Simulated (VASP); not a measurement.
The system is MgO.

```
CELL_PARAMETERS angstrom
0.00000 2.28201 2.28201
2.28201 0.00000 2.28201
2.28201 2.28201 0.00000
ATOMIC_POSITIONS crystal
Mg 0.00000 0.00000 0.00000
O 0.25000 0.25000 0.25000
```

Program: VASP 6.6.1. Alike in all runs: task single point; potentials or basis VASP PAW PBE potentials, release 64 (Mg, O); no spin polarisation; cell as given.

Problem. Order these runs on this cell by their band gap on the k mesh, lowest first.
A. level HSE06; k mesh 6 × 6 × 6; cutoff (eV) 520; smearing gaussian 0.01 eV; grid for exact exchange (PRECFOCK) Normal; screening parameter 0.2079 1/Å
B. level r2SCAN; k mesh 10 × 10 × 10; cutoff (eV) 660; smearing gaussian 0.01 eV
C. level PBE; k mesh 10 × 10 × 10; cutoff (eV) 600; smearing fermi-dirac 0.02 eV

Solution. C (3.64 eV), B (4.33 eV), A (5.24 eV).
